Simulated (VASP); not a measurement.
# CuSi16 (a cell with a defect) in VASP: single point with PBE+D3(BJ)

Aim: the single point of CuSi16 (a cell with a defect) with PBE+D3(BJ).

All numbers are computed with VASP 6.6.1; they aren't measurements. Logs are shortened: lines on timing, memory, paths and dates and some standing lists are left out, and cuts for length are marked.

## 1. The cell of the first run

The cell holds a defect, 17 atoms: a = 7.679 Å, b = 7.679 Å, c = 7.679 Å, α = 60.00°, β = 60.00°, γ = 60.00°.

## 2. Single point, PBE+D3(BJ)

File INCAR:

```
  PREC = Accurate
  ENCUT = 520
  EDIFF = 1E-6
  ISMEAR = -1
  SIGMA = 0.02
  LREAL = Auto
  LASPH = True
  NELM = 100
  ALGO = Normal
  ISIF = 2
  LWAVE = False
  LCHARG = True
  GGA = PE
  IVDW = 12
  LELF = True
  LVHAR = True
  NBANDS = 52
  NELECT = 74.0
```

File KPOINTS:

```
regular mesh
0
Gamma
  2 2 2
```

File POSCAR:

```
CuSi16
1.0
    0.0000000000      5.4300000000      5.4300000000
    5.4300000000      0.0000000000      5.4300000000
    5.4300000000      5.4300000000      0.0000000000
Si Cu
16 1
Direct
    0.0012203499     -0.0080032228     -0.0022958564
    0.1361203499      0.0893579190      0.1387032228
   -0.0023447514     -0.0061195212      0.5110517495
    0.1163152855      0.1333095764      0.6262130755
    0.0155883057      0.4613912523      0.0073026703
    0.1137987109      0.6209143646      0.1202290976
   -0.0198087477      0.5043234807      0.5042190608
    0.1193566298      0.6224595764      0.6388941989
    0.5094215470     -0.0082764273     -0.0022331492
    0.6279380295      0.1311522099      0.1130503683
    0.4895464088      0.0355482505      0.4853602210
    0.6243691529      0.1330450276      0.6262621547
    0.5056149171      0.5025769797     -0.0142239411
    0.6449630755      0.6206444751      0.1204133517
    0.5111449355      0.5041169429      0.5044552486
    0.6094860037      0.6635436464      0.6173860037
    0.3123759669      0.5630422652      0.3121146409
```

Potentials or basis: VASP PAW PBE potentials, release 64 (Si, Cu).

On the command line:

```console
> cat potpaw_PBE.64/Si/POTCAR potpaw_PBE.64/Cu/POTCAR > POTCAR
> mpirun -np 1 vasp_std > vasp.out
```

OUTCAR:

```text
PREC = Accurate
   ENCUT = 520
   EDIFF = 1E-6
   ISMEAR = -1
   LREAL = Auto
   LASPH = True
   NELM = 100
   ISIF = 2
   GGA = PE
   IVDW = 12
   NELECT = 74.0
 IVDW          = 12

 ion  position               nearest neighbor table
   1  0.001  0.992  0.998-   6 2.33   4 2.33  10 2.34   2 2.35
   2  0.136  0.089  0.139-   5 2.33   3 2.34   1 2.35   9 2.35
   3  0.998  0.994  0.511-   8 2.33   2 2.34   4 2.34  12 2.34
   4  0.116  0.133  0.626-   7 2.33   1 2.33   3 2.34  11 2.35
   5  0.016  0.461  0.007-   8 2.32   2 2.33  14 2.34   6 2.34
   6  0.114  0.621  0.120-   1 2.33   5 2.34  17 2.37   7 2.41  13 2.46
   7  0.980  0.504  0.504-   4 2.33  16 2.34  17 2.37   6 2.41   8 2.46
   8  0.119  0.622  0.639-   5 2.32   3 2.33  17 2.33  15 2.46   7 2.46
   9  0.509  0.992  0.998-  14 2.33  12 2.33  10 2.34   2 2.35
  10  0.628  0.131  0.113-  13 2.33  11 2.34   9 2.34   1 2.34
  11  0.490  0.036  0.485-  16 2.33  10 2.34   4 2.35  12 2.35
  12  0.624  0.133  0.626-  15 2.33   9 2.33   3 2.34  11 2.35
  13  0.506  0.503  0.986-  16 2.32  10 2.33  17 2.34   6 2.46  14 2.46
  14  0.645  0.621  0.120-   9 2.33   5 2.34  17 2.37  15 2.41  13 2.46
  15  0.511  0.504  0.504-  12 2.33  16 2.34  17 2.37  14 2.41   8 2.46
  16  0.609  0.664  0.617-  13 2.32  11 2.33   7 2.34  15 2.34
  17  0.312  0.563  0.312-   8 2.33  13 2.34  14 2.37   6 2.37   7 2.37  15 2.37

  LATTYP: Found a face centered cubic cell.
 ALAT       =    10.8600000000

  Lattice vectors:

 A1 = (   0.0000000000,   5.4300000000,   5.4300000000)
 A2 = (   5.4300000000,   0.0000000000,   5.4300000000)
 A3 = (   5.4300000000,   5.4300000000,   0.0000000000)

Analysis of symmetry for initial positions (statically):
=====================================================================
 Subroutine PRICEL returns:
 Original cell was already a primitive cell.

 Routine SETGRP: Setting up the symmetry group for a
 face centered cubic supercell.

 Subroutine GETGRP returns: Found  1 space group operations
 (whereof  1 operations were pure point group operations)
 out of a pool of 48 trial point group operations.

The static configuration has the point symmetry C_1 .

Analysis of symmetry for dynamics (positions and initial velocities):
=====================================================================
 Subroutine PRICEL returns:
 Original cell was already a primitive cell.

 Routine SETGRP: Setting up the symmetry group for a
 face centered cubic supercell.

 Subroutine GETGRP returns: Found  1 space group operations
 (whereof  1 operations were pure point group operations)
 out of a pool of 48 trial point group operations.

The dynamic configuration has the point symmetry C_1 .

 Subroutine INISYM returns: Found  1 space group operations
 (whereof  1 operations are pure point group operations),
 and found     1 'primitive' translations

----------------------------------------------------------------------------------------

                                     Primitive cell

  volume of cell :     320.2060

  direct lattice vectors                    reciprocal lattice vectors
     0.000000000  5.430000000  5.430000000    -0.092081031  0.092081031  0.092081031
     5.430000000  0.000000000  5.430000000     0.092081031 -0.092081031  0.092081031
     5.430000000  5.430000000  0.000000000     0.092081031  0.092081031 -0.092081031

  length of vectors
     7.679179644  7.679179644  7.679179644     0.159489025  0.159489025  0.159489025

  position of ions in fractional coordinates (direct lattice)
     0.001220350  0.991996777  0.997704144
     0.136120350  0.089357919  0.138703223
     0.997655249  0.993880479  0.511051749
     0.116315286  0.133309576  0.626213075
     0.015588306  0.461391252  0.007302670
     0.113798711  0.620914365  0.120229098
[... 9 lines left out ...]
     0.609486004  0.663543646  0.617386004
     0.312375967  0.563042265  0.312114641

  ion indices of the primitive-cell ions
   primitive index   ion index
                 1           1
                 2           2
                 3           3
                 4           4
                 5           5
                 6           6
[... 9 lines left out ...]
                16          16
                17          17

----------------------------------------------------------------------------------------

 KPOINTS: regular mesh

Automatic generation of k-mesh.
 Grid dimensions read from file:
 generate k-points for:    2    2    2

 Generating k-lattice:

  Cartesian coordinates                     Fractional coordinates (reciprocal lattice)
    -0.046040516  0.046040516  0.046040516     0.500000000  0.000000000  0.000000000
     0.046040516 -0.046040516  0.046040516     0.000000000  0.500000000  0.000000000
     0.046040516  0.046040516 -0.046040516     0.000000000  0.000000000  0.500000000

  Length of vectors
     0.079744512  0.079744512  0.079744512

  Shift w.r.t. Gamma in fractional coordinates (k-lattice)
     0.000000000  0.000000000  0.000000000

 Subroutine IBZKPT returns following result:
 ===========================================

 Found      8 irreducible k-points:

 Following reciprocal coordinates:
            Coordinates               Weight
  0.000000  0.000000  0.000000      1.000000
  0.500000  0.000000  0.000000      1.000000
  0.000000  0.500000  0.000000      1.000000
  0.000000  0.000000  0.500000      1.000000
  0.500000  0.500000  0.500000      1.000000
  0.500000  0.500000  0.000000      1.000000
  0.000000  0.500000  0.500000      1.000000
  0.500000  0.000000  0.500000      1.000000
   k-points           NKPTS =      8   k-points in BZ     NKDIM =      8   number of bands    NBANDS=     52
   number of dos      NEDOS =    301   number of ions     NIONS =     17
   total plane-waves  NPLWV = 216000
   dimension x,y,z NGX =    60 NGY =   60 NGZ =   60
   dimension x,y,z NGXF=   120 NGYF=  120 NGZF=  120
   ions per type =              16   1
   NGX,Y,Z   is equivalent  to a cutoff of  12.99, 12.99, 12.99 a.u.
   NGXF,Y,Z  is equivalent  to a cutoff of  25.98, 25.98, 25.98 a.u.
 SYSTEM =  unknown system
   PREC   = accura    normal or accurate (medium, high low for compatibility)
   ISTART =      0    job   : 0-new  1-cont  2-samecut
   ICHARG =      2    charge: 1-file 2-atom 10-const
   ISPIN  =      1    spin polarized calculation?
   LNONCOLLINEAR =      F non collinear calculations
   LSORBIT =      F    spin-orbit coupling
   LASPH  =      T    aspherical Exc in radial PAW
   ENCUT  =  520.0 eV  38.22 Ry    6.18 a.u.  14.28 14.28 14.28*2*pi/ulx,y,z
   NELM   =    100;   NELMIN=  2; NELMDL= -5     # of ELM steps
   EDIFF  = 0.1E-05   stopping-criterion for ELM
   LREAL  =      T    real-space projection
   EDIFFG = 0.1E-04   stopping-criterion for IOM
   NSW    =      0    number of steps for IOM
   IBRION =     -1    ionic relax: 0-MD 1-quasi-New 2-CG
   NFREE  =      0    steps in history (QN), initial steepest desc. (CG)
   ISIF   =      2    stress and relaxation
   ISYM   =      2    0-nonsym 1-usesym 2-fastsym
   POTIM  = 0.5000    time-step for ionic-motion
   TEBEG  =    0.0;   TEEND  =   0.0 temperature during run
   PSTRESS=    0.0 pullay stress
   NELECT =      74.0000    total number of electrons
   NUPDOWN=      -1.0000    fix difference up-down
   EMIN   =  10.00;   EMAX   =-10.00  energy-range for DOS
   EFERMI =   0.00;   METHOD = LEGACY
   ISMEAR =    -1;   SIGMA  =   0.02  broadening in eV -4-tet -1-fermi 0-gaus
   EFERMI_NEDOS =   21; number of points for ismear=-14 and -15
   IALGO  =     38    algorithm
   IMIX   =      4    mixing-type and parameters
     AMIX     =   0.40;   BMIX     =  1.00
     AMIX_MAG =   1.60;   BMIX_MAG =  1.00
  volume/ion in A,a.u.               =      18.84       127.11
  Fermi-wavevector in a.u.,A,eV,Ry     =   1.004636  1.898488 13.732283  1.009294
  Thomas-Fermi vector in A             =   2.137265
   LORBIT       =      0    0 simple, 1 ext, 2 COOP (PROOUT), +10 PAW based schemes
   GGA     = PE    functional components
   LHFCALC =     F    Hartree Fock is set to
   AEXX    =    0.0000 exact exchange contribution
   IVDW    =    12    specifies the selected vdW correction
   LEPSILON=     F    determine dielectric tensor
   LRPA    =     F    only Hartree local field effects (RPA)
 non-spin polarized calculation
  energy-cutoff  :      520.00
  volume of cell :      320.21
 maximum number of plane-waves:      8646
 NGX is ok and might be reduce to    60
   NGX = 29   NGY = 29   NGZ = 29

 number of electron      73.9999994 magnetization

 Free energy of the ion-electron system (eV)
  ---------------------------------------------------
  ext. energy  EPLUGINS =         0.00000000
  ---------------------------------------------------
  free energy    TOTEN  =       -94.17048862 eV

  energy without entropy =      -94.16933905  energy(sigma->0) =      -94.16991383

 E-fermi :   6.4007     XC(G=0):  -9.6167

 val. band max:        6.3122158765   @ k =   0.0000   0.0000   0.0000
 cond. band min:       6.4789160658   @ k =   0.0000   0.0000   0.0000
 fundamental gap:      0.1667001894
 Fermi energy:         6.4007243060

 k-point     1 :       0.0000    0.0000    0.0000
  band No.  band energies     occupation
      1      -5.9000      2.00000
      2      -3.5537      2.00000
      3      -3.5168      2.00000
      4      -3.4849      2.00000
      5      -3.4712      2.00000
      6      -1.9446      2.00000
[... 41 lines left out ...]
     48       8.4140      0.00000
     49       8.5002      0.00000

 k-point     2 :       0.5000    0.0000    0.0000
  band No.  band energies     occupation
      1      -5.1772      2.00000
      2      -5.0016      2.00000
      3      -3.3251      2.00000
      4      -3.2180      2.00000
      5      -3.1085      2.00000
      6      -3.0971      2.00000
[... 41 lines left out ...]
     48       9.8324      0.00000
     49       9.9159      0.00000

 k-point     3 :       0.0000    0.5000    0.0000
  band No.  band energies     occupation
      1      -5.2795      2.00000
      2      -4.8908      2.00000
      3      -3.2209      2.00000
      4      -3.1730      2.00000
      5      -3.1672      2.00000
      6      -3.1179      2.00000
[... 41 lines left out ...]
     48       9.6896      0.00000
     49       9.8513      0.00000

 k-point     4 :       0.0000    0.0000    0.5000
  band No.  band energies     occupation
      1      -5.1843      2.00000
      2      -4.9867      2.00000
      3      -3.3198      2.00000
      4      -3.2461      2.00000
      5      -3.1104      2.00000
      6      -3.1091      2.00000
[... 41 lines left out ...]
     48       9.8565      0.00000
     49       9.9295      0.00000

 k-point     5 :       0.5000    0.5000    0.5000
  band No.  band energies     occupation
      1      -5.1768      2.00000
      2      -5.0023      2.00000
      3      -3.3250      2.00000
      4      -3.2171      2.00000
      5      -3.1098      2.00000
      6      -3.0955      2.00000
[... 41 lines left out ...]
     48       9.8344      0.00000
     49       9.9173      0.00000

 k-point     6 :       0.5000    0.5000    0.0000
  band No.  band energies     occupation
      1      -4.9327      2.00000
      2      -4.7186      2.00000
      3      -3.9175      2.00000
      4      -3.7738      2.00000
      5      -3.7490      2.00000
      6      -3.7336      2.00000
[... 41 lines left out ...]
     48      10.4260      0.00000
     49      10.4521      0.00000

 k-point     7 :       0.0000    0.5000    0.5000
  band No.  band energies     occupation
      1      -4.9450      2.00000
      2      -4.7022      2.00000
      3      -3.9115      2.00000
      4      -3.7831      2.00000
      5      -3.7470      2.00000
      6      -3.7392      2.00000
[... 41 lines left out ...]
     48      10.4039      0.00000
     49      10.4697      0.00000

 k-point     8 :       0.5000    0.0000    0.5000
  band No.  band energies     occupation
      1      -4.9324      2.00000
      2      -4.7190      2.00000
      3      -3.9175      2.00000
      4      -3.7735      2.00000
      5      -3.7494      2.00000
      6      -3.7332      2.00000
[... 41 lines left out ...]
     48      10.4253      0.00000
     49      10.4543      0.00000
 [bands above 49 left out]

------------------------ aborting loop because EDIFF is reached ----------------------------------------

 Edisp (eV)   -5.67543

 E8    (eV) :    -2.3545

  FORCE on cell =-STRESS in cart. coord.  units (eV):
  Direction    XX          YY          ZZ          XY          YZ          ZX
  --------------------------------------------------------------------------------------
  -------------------------------------------------------------------------------------
  Total      -6.71905    -7.10035    -7.08694    -0.08186    -1.19173     0.07120
  in kB     -33.61930   -35.52720   -35.46009    -0.40958    -5.96292     0.35625
  external pressure =      -34.87 kB  Pullay stress =        0.00 kB

 VOLUME and BASIS-vectors are now :
 -----------------------------------------------------------------------------
  energy-cutoff  :      520.00
  volume of cell :      320.21
      direct lattice vectors                 reciprocal lattice vectors
     0.000000000  5.430000000  5.430000000    -0.092081031  0.092081031  0.092081031
     5.430000000  0.000000000  5.430000000     0.092081031 -0.092081031  0.092081031
     5.430000000  5.430000000  0.000000000     0.092081031  0.092081031 -0.092081031

 POSITION                                       TOTAL-FORCE (eV/Angst)
 -----------------------------------------------------------------------------------
     10.80408      5.42416      5.39317         0.000923      0.002088      0.000369
      1.23837      1.49229      1.22435         0.001102     -0.001006      0.000044
      8.17178      8.19228     10.81404        -0.002265     -0.004422      0.001792
      4.12421      4.03193      1.35546        -0.000732      0.000601     -0.004978
      2.54501      0.12430      2.59000         0.003395     -0.003743      0.006309
      4.02441      1.27077      3.98949        -0.003726     -0.002832     -0.000791
[... 9 lines left out ...]
      6.95545      6.66192      6.91255        -0.008547      0.005460     -0.006067
      4.75210      3.39098      4.75352         0.000382     -0.001304      0.001122
 -----------------------------------------------------------------------------------
    total drift:                                0.009359      0.001756     -0.000837

  FREE ENERGIE OF THE ION-ELECTRON SYSTEM (eV)
  ---------------------------------------------------
  free  energy   TOTEN  =       -99.8459148083 eV

  energy  without entropy=      -99.8447652393  energy(sigma->0) =      -99.84534002
```

Run time: 3.3 min. Hardware: 1 thread of Intel Xeon 6975P-C (Granite Rapids), shared host; peak memory 0.48 GiB.

What came out:

- Free energy: -99.8459 eV
- Largest force: 0.012 eV/Å
- Dispersion energy per atom: -0.334 eV

Forces on the atoms (eV/Å):
```
Si   0.001  0.002  0.000
Si   0.001 -0.001  0.000
Si  -0.002 -0.004  0.002
Si  -0.001  0.001 -0.005
Si   0.003 -0.004  0.006
Si  -0.004 -0.003 -0.001
Si   0.009 -0.003 -0.002
Si   0.002  0.003 -0.008
Si   0.001 -0.005 -0.003
Si   0.001  0.002 -0.001
Si  -0.002  0.004 -0.001
Si   0.003  0.002  0.001
Si  -0.004  0.001  0.009
Si  -0.004 -0.002  0.001
Si   0.003  0.004  0.006
Si  -0.009  0.005 -0.006
Cu   0.000 -0.001  0.001
```

Levels at points of the mesh, in eV from the Fermi level:
| k point | band 35 | band 36 | band 37 | band 38 | band 39 | band 40 |
| --- | --- | --- | --- | --- | --- | --- |
| (0.00, 0.00, 0.00) | -0.50 | -0.09 | -0.09 | 0.08 | 0.12 | 0.55 |
| (0.50, 0.00, 0.00) | -0.99 | -0.91 | -0.73 | 0.69 | 1.03 | 1.09 |
| (0.00, 0.50, 0.00) | -0.91 | -0.59 | -0.43 | 0.59 | 0.99 | 1.46 |
| (0.00, 0.00, 0.50) | -0.97 | -0.91 | -0.68 | 0.70 | 1.04 | 1.12 |
| (0.50, 0.50, 0.50) | -0.99 | -0.91 | -0.73 | 0.69 | 1.03 | 1.09 |
| (0.50, 0.50, 0.00) | -1.47 | -1.44 | -1.17 | 0.73 | 0.83 | 1.89 |
| (0.00, 0.50, 0.50) | -1.48 | -1.47 | -1.11 | 0.74 | 0.81 | 1.88 |
| (0.50, 0.00, 0.50) | -1.47 | -1.44 | -1.17 | 0.73 | 0.83 | 1.89 |

Caveat: the k points lie up to 0.50 Å⁻¹ apart; the cell carries a net charge on a neutralising background, which shifts energy and pressure; the cell is charged against a uniform background, so pressure and absolute levels hang on convention.
